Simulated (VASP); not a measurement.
Here is a VASP 6.6.1 calculation.

INCAR

```
SYSTEM = EuS
ALGO = Normal ; EDIFF = 1E-6
ENCUT = 600 ; GGA = PS
GGA_COMPAT = .False. ; ISIF = 2
ISMEAR = -1 ; ISPIN = 2
LASPH = .True. ; LCHARG = .False.
LDAU = .True. ; LDAUJ = 0 0
LDAUL = 3 -1 ; LDAUPRINT = 1
LDAUTYPE = 2 ; LDAUU = 4.5 0
LMAXMIX = 6 ; LORBIT = 11
LREAL = .False. ; LWAVE = .False.
MAGMOM = 9.1 0 ; NBANDS = 22
NELM = 200 ; PREC = Accurate
SIGMA = 0.15
```

File KPOINTS:

```
k-points
0
Gamma
  10 10 10
  0 0 0
```

Contents of POSCAR:

```
EuS
1.0
    0.0000000000      2.9785000000      2.9785000000
    2.9785000000      0.0000000000      2.9785000000
    2.9785000000      2.9785000000      0.0000000000
Eu S
1 1
Direct
    0.0000000000      0.0000000000      0.0000000000
    0.5000000000      0.5000000000      0.5000000000
```

Potentials or basis: VASP PAW PBE potentials, release 64 (Eu, S).

Command:

```console
$ cat potpaw_PBE.64/Eu/POTCAR potpaw_PBE.64/S/POTCAR > POTCAR
$ mpirun -np 1 vasp_std > vasp.out
```

Task: What does it give for the site moments?

Result: Eu +6.70; S -0.07 μB.

Task: Estimate the net moment.

Result: 6.99 μB per cell.

Task: What does it give for the band gap on the k mesh?

Result: Zero (filled and empty bands overlap).

Task: Predict the pressure.

Result: -2.8 GPa.

Eigenvalues of the final occupation matrices:
| site | spin | trace | eigenvalues |
| --- | --- | --- | --- |
| site 1 f | 1 | 6.77 | 0.96 0.96 0.96 0.97 0.97 0.97 0.97 |
| site 1 f | 2 | 0.01 | 0.00 0.00 0.00 0.00 0.00 0.00 0.00 |

Caveat: the PAW data sets were made with another functional, which shifts forces and pressure a little; spin-orbit coupling is left out, which moves the levels of the heavy elements; a cell with one magnetic atom can't hold antiferromagnetic order, which such compounds often take. The state reached can hang on the start; a lower one may exist.
